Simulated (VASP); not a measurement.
A run of VASP 6.6.1 is set up as follows.

File POSCAR:

```
TiCo3
1.0
    3.6140000000      0.0000000000      0.0000000000
    0.0000000000      3.6140000000      0.0000000000
    0.0000000000      0.0000000000      3.6140000000
Ti Co
1 3
Direct
    0.0000000000      0.0000000000      0.0000000000
    0.0000000000      0.5000000000      0.5000000000
    0.5000000000      0.0000000000      0.5000000000
    0.5000000000      0.5000000000      0.0000000000
```

File INCAR.step1:

```
ALGO = Normal
EDIFF = 1E-4
ENCUT = 520
GGA = PE
ISMEAR = 0
ISPIN = 2
LASPH = True
LCHARG = False
LMAXMIX = 4
LREAL = False
LWAVE = True
MAGMOM = -0.74 1.48 1.48 1.48
NBANDS = 32
NELM = 150
PREC = Accurate
SIGMA = 0.1
```

File INCAR.step2:

```
ALGO = Normal
EDIFF = 1E-6
ENCUT = 520
ISIF = 2
ISMEAR = 0
ISPIN = 2
ISTART = 1
LASPH = True
LCHARG = True
LELF = True
LMAXMIX = 4
LMIXTAU = True
LORBIT = 11
LREAL = False
LVHAR = True
LWAVE = False
MAGMOM = -0.74 1.48 1.48 1.48
METAGGA = R2SCAN
NBANDS = 32
NELM = 150
PREC = Accurate
SIGMA = 0.1
```

Contents of KPOINTS:

```
k-points
0
Gamma
  2 2 2
```

Potentials or basis: VASP PAW PBE potentials, release 64 (Ti_sv, Co).

The run is started by

```console
$ cat potpaw_PBE.64/Ti_sv/POTCAR potpaw_PBE.64/Co/POTCAR > POTCAR
$ cp INCAR.step1 INCAR
$ mpirun -np 1 vasp_std > vasp.out
$ cp INCAR.step2 INCAR
$ mpirun -np 1 vasp_std > vasp.out
```

(1) Estimate the net moment.

(2) Predict the pressure.

## Answers

(1) 0.00 μB per cell.

(2) -13.8 GPa.

Caveat: the k points lie up to 0.87 Å⁻¹ apart; the PAW data sets were made with another functional, which shifts forces and pressure a little.
